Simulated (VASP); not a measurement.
A run of VASP 6.6.1:

POSCAR

```
Re2Ni2Sn
1.0
    0.0000000000      3.8721960000      0.0000000000
    3.8721960000      0.0000000000      0.0000000000
    1.9360980000      1.9360980000     -4.6967490000
Ni Re Sn
2 2 1
Direct
    0.2500000000      0.7500000000      0.5000000000
    0.7500000000      0.2500000000      0.5000000000
    0.3711000000      0.3711000000      0.2578000000
    0.6289000000      0.6289000000      0.7422000000
    0.0000000000      0.0000000000      0.0000000000
```

The input INCAR.step1:

```
PREC = Accurate ; ENCUT = 520
EDIFF = 1E-6 ; ISMEAR = -1
SIGMA = 0.1 ; LREAL = F
LASPH = T ; NELM = 100
ALGO = Normal ; ISIF = 2
LWAVE = F ; LCHARG = T
LMAXMIX = 4 ; GGA = PE
NBANDS = 32
```

Contents of KPOINTS.step1:

```
Automatic mesh
0
Gamma
  9 9 9
```

The input INCAR.step2:

```
PREC = Accurate ; ENCUT = 520
EDIFF = 1E-6 ; ISMEAR = -5
SIGMA = 0.1 ; LREAL = F
LASPH = T ; NELM = 100
ALGO = Normal ; ISIF = 2
LWAVE = F ; LCHARG = F
LMAXMIX = 4 ; GGA = PE
LORBIT = 11 ; NBANDS = 32
NEDOS = 1001 ; ICHARG = 11
```

File KPOINTS.step2:

```
Automatic mesh
0
Gamma
  14 14 14
```

Potentials or basis: VASP PAW PBE potentials, release 64 (Ni, Re, Sn_d).

Run with:

```sh
$ cat potpaw_PBE.64/Ni/POTCAR potpaw_PBE.64/Re/POTCAR potpaw_PBE.64/Sn_d/POTCAR > POTCAR
$ cp INCAR.step1 INCAR
$ cp KPOINTS.step1 KPOINTS
$ mpirun -np 1 vasp_std > vasp.out
$ cp INCAR.step2 INCAR
$ cp KPOINTS.step2 KPOINTS
$ mpirun -np 1 vasp_std > vasp.out
```

Hardware: 1 thread of Intel(R) Xeon(R) 6975P-C (Granite Rapids), on a shared host.

Question: How long does it take, and how much memory?

Answer: Wall time 4.4 min on 1 thread of Intel(R) Xeon(R) 6975P-C (Granite Rapids) (shared host), peak memory 0.62 GiB. Counts: k points 244.
